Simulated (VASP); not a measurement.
# Rh (Im-3m) in VASP: further runs

The runs below take Rh through single point, relaxation of cell and atoms, with r2SCAN.

Program: VASP 6.6.1. These are calculated values, not measurements. Logs are shortened: lines on timing, memory, paths and dates and some standing lists are left out, and cuts for length are marked.

## Step 1: The cell of the first run

It takes space group Im-3m (No. 229, cubic). Conventional cell: a = 3.046 Å, b = 3.046 Å, c = 3.046 Å, α = 90.00°, β = 90.00°, γ = 90.00°. Within 3.5 Å of Rh (site symmetry m-3m) lie 14 Rh at 2.64 to 3.05 Å.

This isn't the form of Rh at room conditions, which is fcc.

## Step 2: Single point, r2SCAN

POSCAR reads:

```
Rh
1.0
   -1.5228835662      1.5228835662      1.5228835662
    1.5228835662     -1.5228835662      1.5228835662
    1.5228835662      1.5228835662     -1.5228835662
Rh
1
Direct
    0.0000000000      0.0000000000      0.0000000000
```

INCAR.step1 reads:

```
PREC = Accurate ; ENCUT = 680
ISMEAR = -1 ; SIGMA = 0.1
LREAL = F ; LASPH = T
NELM = 120 ; NBANDS = 14
GGA = PE ; ALGO = Normal
EDIFF = 1E-5 ; LWAVE = T
LCHARG = F ; GGA_COMPAT = F
```

INCAR.step2 reads:

```
PREC = Accurate ; ENCUT = 680
EDIFF = 1E-6 ; ISMEAR = -1
SIGMA = 0.1 ; LREAL = F
LASPH = T ; NELM = 120
ALGO = Normal ; ISIF = 2
LWAVE = F ; LCHARG = F
METAGGA = R2SCAN ; LMIXTAU = T
NBANDS = 14 ; ISTART = 1
GGA_COMPAT = F
```

KPOINTS reads:

```
regular mesh
0
Gamma
  15 15 15
```

Potentials or basis: VASP PAW PBE potentials, release 64 (Rh_sv_GW).

On the command line:

```
$ cat potpaw_PBE.64/Rh_sv_GW/POTCAR > POTCAR
$ cp INCAR.step1 INCAR
$ mpirun -np 1 vasp_std > vasp.out
$ cp INCAR.step2 INCAR
$ mpirun -np 1 vasp_std > vasp.out
```

OUTCAR:

```text
PREC = Accurate
   ENCUT = 680
   EDIFF = 1E-6
   ISMEAR = -1
   LREAL = F
   LASPH = T
   NELM = 120
   ISIF = 2
   METAGGA = R2SCAN
   ISTART = 1

 ion  position               nearest neighbor table
   1  0.000  0.000  0.000-

  LATTYP: Found a body centered cubic cell.
 ALAT       =     3.0457671324

  Lattice vectors:

 A1 = (  -1.5228835662,   1.5228835662,   1.5228835662)
 A2 = (   1.5228835662,  -1.5228835662,   1.5228835662)
 A3 = (   1.5228835662,   1.5228835662,  -1.5228835662)

Analysis of symmetry for initial positions (statically):
=====================================================================
 Subroutine PRICEL returns:
 Original cell was already a primitive cell.

 Routine SETGRP: Setting up the symmetry group for a
 body centered cubic supercell.

 Subroutine GETGRP returns: Found 48 space group operations
 (whereof 48 operations were pure point group operations)
 out of a pool of 48 trial point group operations.

The static configuration has the point symmetry O_h .

Analysis of symmetry for dynamics (positions and initial velocities):
=====================================================================
 Subroutine PRICEL returns:
 Original cell was already a primitive cell.

 Routine SETGRP: Setting up the symmetry group for a
 body centered cubic supercell.

 Subroutine GETGRP returns: Found 48 space group operations
 (whereof 48 operations were pure point group operations)
 out of a pool of 48 trial point group operations.

The dynamic configuration has the point symmetry O_h .

 Subroutine INISYM returns: Found 48 space group operations
 (whereof 48 operations are pure point group operations),
 and found     1 'primitive' translations

----------------------------------------------------------------------------------------

                                     Primitive cell

  volume of cell :      14.1273

  direct lattice vectors                    reciprocal lattice vectors
    -1.522883566  1.522883566  1.522883566     0.000000000  0.328324510  0.328324510
     1.522883566 -1.522883566  1.522883566     0.328324510  0.000000000  0.328324510
     1.522883566  1.522883566 -1.522883566     0.328324510  0.328324510  0.000000000

  length of vectors
     2.637711711  2.637711711  2.637711711     0.464320974  0.464320974  0.464320974

  position of ions in fractional coordinates (direct lattice)
     0.000000000  0.000000000  0.000000000

  ion indices of the primitive-cell ions
   primitive index   ion index
                 1           1

----------------------------------------------------------------------------------------

 KPOINTS: regular mesh

Automatic generation of k-mesh.
 Grid dimensions read from file:
 generate k-points for:   15   15   15

 Generating k-lattice:

  Cartesian coordinates                     Fractional coordinates (reciprocal lattice)
     0.000000000  0.021888301  0.021888301     0.066666667  0.000000000  0.000000000
     0.021888301  0.000000000  0.021888301     0.000000000  0.066666667  0.000000000
     0.021888301  0.021888301  0.000000000     0.000000000  0.000000000  0.066666667

  Length of vectors
     0.030954732  0.030954732  0.030954732

  Shift w.r.t. Gamma in fractional coordinates (k-lattice)
     0.000000000  0.000000000  0.000000000

 Subroutine IBZKPT returns following result:
 ===========================================

 Found    120 irreducible k-points:

 Following reciprocal coordinates:
            Coordinates               Weight
  0.000000  0.000000  0.000000      1.000000
  0.066667  0.000000  0.000000     12.000000
  0.133333  0.000000  0.000000     12.000000
  0.200000  0.000000  0.000000     12.000000
  0.266667  0.000000  0.000000     12.000000
  0.333333  0.000000  0.000000     12.000000
[... 16 lines left out ...]
  0.333333  0.200000  0.000000     48.000000
  0.400000  0.200000  0.000000     24.000000
 [... further k-points ...]
   k-points           NKPTS =    120   k-points in BZ     NKDIM =    120   number of bands    NBANDS=     14
   number of dos      NEDOS =    301   number of ions     NIONS =      1
   total plane-waves  NPLWV =  13824
   dimension x,y,z NGX =    24 NGY =   24 NGZ =   24
   dimension x,y,z NGXF=    48 NGYF=   48 NGZF=   48
   ions per type =               1
   NGX,Y,Z   is equivalent  to a cutoff of  15.13, 15.13, 15.13 a.u.
   NGXF,Y,Z  is equivalent  to a cutoff of  30.25, 30.25, 30.25 a.u.
 SYSTEM =  unknown system
   PREC   = accura    normal or accurate (medium, high low for compatibility)
   ISTART =      1    job   : 0-new  1-cont  2-samecut
   ICHARG =      0    charge: 1-file 2-atom 10-const
   ISPIN  =      1    spin polarized calculation?
   LNONCOLLINEAR =      F non collinear calculations
   LSORBIT =      F    spin-orbit coupling
   LASPH  =      T    aspherical Exc in radial PAW
   ENCUT  =  680.0 eV  49.98 Ry    7.07 a.u.   5.61  5.61  5.61*2*pi/ulx,y,z
   NELM   =    120;   NELMIN=  2; NELMDL=  0     # of ELM steps
   EDIFF  = 0.1E-05   stopping-criterion for ELM
   LREAL  =      F    real-space projection
   EDIFFG = 0.1E-04   stopping-criterion for IOM
   NSW    =      0    number of steps for IOM
   IBRION =     -1    ionic relax: 0-MD 1-quasi-New 2-CG
   NFREE  =      0    steps in history (QN), initial steepest desc. (CG)
   ISIF   =      2    stress and relaxation
   ISYM   =      2    0-nonsym 1-usesym 2-fastsym
   POTIM  = 0.5000    time-step for ionic-motion
   TEBEG  =    0.0;   TEEND  =   0.0 temperature during run
   PSTRESS=    0.0 pullay stress
   NELECT =      17.0000    total number of electrons
   NUPDOWN=      -1.0000    fix difference up-down
   EMIN   =  10.00;   EMAX   =-10.00  energy-range for DOS
   EFERMI =   0.00;   METHOD = LEGACY
   ISMEAR =    -1;   SIGMA  =   0.10  broadening in eV -4-tet -1-fermi 0-gaus
   EFERMI_NEDOS =   21; number of points for ismear=-14 and -15
   IALGO  =     38    algorithm
   IMIX   =      4    mixing-type and parameters
     AMIX     =   0.40;   BMIX     =  1.00
     AMIX_MAG =   1.60;   BMIX_MAG =  1.00
  volume/ion in A,a.u.               =      14.13        95.34
  Fermi-wavevector in a.u.,A,eV,Ry     =   1.741290  3.290561 41.254101  3.032091
  Thomas-Fermi vector in A             =   2.813776
   LORBIT       =      0    0 simple, 1 ext, 2 COOP (PROOUT), +10 PAW based schemes
   METAGGA = R2SCAN    functional components
   LHFCALC =     F    Hartree Fock is set to
   AEXX    =    0.0000 exact exchange contribution
   IVDW    =     0    specifies the selected vdW correction
   LEPSILON=     F    determine dielectric tensor
   LRPA    =     F    only Hartree local field effects (RPA)
 non-spin polarized calculation
  energy-cutoff  :      680.00
  volume of cell :       14.13
 maximum number of plane-waves:       586
   NGX = 11   NGY = 11   NGZ = 11

 number of electron      17.0000003 magnetization

 Free energy of the ion-electron system (eV)
  ---------------------------------------------------
  ext. energy  EPLUGINS =         0.00000000
  ---------------------------------------------------
  free energy    TOTEN  =       -22.95045616 eV

  energy without entropy =      -22.88331281  energy(sigma->0) =      -22.91688448

 E-fermi :  10.0669     XC(G=0): -15.0279

 val. band max:       10.0344062759   @ k =   0.3333   0.2000   0.0667
 cond. band min:      10.1064783867   @ k =   0.2667   0.2000   0.0000
 fundamental gap:      0.0720721108
 Fermi energy:        10.0668534545

 k-point     1 :       0.0000    0.0000    0.0000
  band No.  band energies     occupation
      1     -70.6758      2.00000
      2     -37.3498      2.00000
      3     -37.3498      2.00000
      4     -37.3498      2.00000
      5       2.3196      2.00000
      6       7.1298      2.00000
      7       7.1298      2.00000
      8       7.1298      2.00000
      9       9.5618      1.98727
     10       9.5618      1.98727
     11      29.1451      0.00000
     12      29.1451      0.00000
     13      29.1451      0.00000
     14      39.6688      0.00000

 k-point     2 :       0.0667    0.0000    0.0000
  band No.  band energies     occupation
      1     -70.6708      2.00000
      2     -37.3821      2.00000
      3     -37.3605      2.00000
      4     -37.3498      2.00000
      5       2.5113      2.00000
      6       7.0530      2.00000
      7       7.1288      2.00000
      8       7.2817      2.00000
      9       9.4671      1.99504
     10       9.5673      1.98656
     11      29.2189      0.00000
     12      29.2237      0.00000
     13      29.4152      0.00000
     14      38.0974      0.00000

 k-point     3 :       0.1333    0.0000    0.0000
  band No.  band energies     occupation
      1     -70.6563      2.00000
      2     -37.4729      2.00000
      3     -37.3906      2.00000
      4     -37.3498      2.00000
      5       3.0497      2.00000
      6       6.8421      2.00000
      7       7.1168      2.00000
      8       7.7259      2.00000
      9       9.2681      1.99932
     10       9.5873      1.98360
     11      29.1820      0.00000
     12      29.2653      0.00000
     13      30.1939      0.00000
     14      36.3993      0.00000
[... 324 lines left out ...]
 k-point    23 :       0.3333    0.2000    0.0000
  band No.  band energies     occupation
      1     -70.5520      2.00000
      2     -37.9740      2.00000
      3     -37.6689      2.00000
      4     -37.4206      2.00000
      5       5.0336      2.00000
      6       5.9429      2.00000
      7       7.7686      2.00000
      8       9.4165      1.99701
      9      10.2523      0.27072
     10      14.9066      0.00000
     11      20.7508      0.00000
     12      23.8340      0.00000
     13      28.5065      0.00000
     14      34.4197      0.00000

 k-point    24 :       0.4000    0.2000    0.0000
  band No.  band energies     occupation
      1     -70.5478      2.00000
      2     -37.9858      2.00000
      3     -37.6893      2.00000
      4     -37.4219      2.00000
      5       4.9754      2.00000
      6       5.9125      2.00000
      7       7.9175      2.00000
      8       9.4839      1.99414
      9      10.3486      0.11277
     10      15.8602      0.00000
     11      19.5942      0.00000
     12      23.5390      0.00000
     13      28.2967      0.00000
     14      35.1472      0.00000

 [... further k-points ...]

------------------------ aborting loop because EDIFF is reached ----------------------------------------

  FORCE on cell =-STRESS in cart. coord.  units (eV):
  Direction    XX          YY          ZZ          XY          YZ          ZX
  --------------------------------------------------------------------------------------
  -------------------------------------------------------------------------------------
  Total        0.0145138      0.0145138      0.0145138     -0.0000000     -0.0000000      0.0000000
  in kB        1.6460096      1.6460096      1.6460096     -0.0000000     -0.0000000      0.0000000
  external PRESSURE =       1.6460096 kB  Pullay stress =       0.0000000 kB

 VOLUME and BASIS-vectors are now :
 -----------------------------------------------------------------------------
  energy-cutoff  :      680.00
  volume of cell :       14.13
      direct lattice vectors                 reciprocal lattice vectors
    -1.522883566  1.522883566  1.522883566     0.000000000  0.328324510  0.328324510
     1.522883566 -1.522883566  1.522883566     0.328324510  0.000000000  0.328324510
     1.522883566  1.522883566 -1.522883566     0.328324510  0.328324510  0.000000000

 POSITION                                       TOTAL-FORCE (eV/Angst)
 -----------------------------------------------------------------------------------
      0.00000      0.00000      0.00000        -0.000000      0.000000     -0.000000
 -----------------------------------------------------------------------------------
    total drift:                                0.000000      0.000000      0.000000

  FREE ENERGIE OF THE ION-ELECTRON SYSTEM (eV)
  ---------------------------------------------------
  free  energy   TOTEN  =       -22.9504561610 eV

  energy  without entropy=      -22.8833128089  energy(sigma->0) =      -22.91688448
```

It took 76 s on 1 thread of AMD EPYC 9R45 (Zen 5), shared host; peak memory 0.15 GiB.

Results:

* Free energy: -22.9505 eV
* Pressure: 0.2 GPa
* Band gap on the k mesh: zero (an odd number of electrons rules out a gap without spin polarisation)

Caveat: the PAW data sets were made with another functional, which shifts forces and pressure a little.

[end of part 1 of 2]

The gap in the log of VASP goes by the Fermi energy; the results here count the filled bands.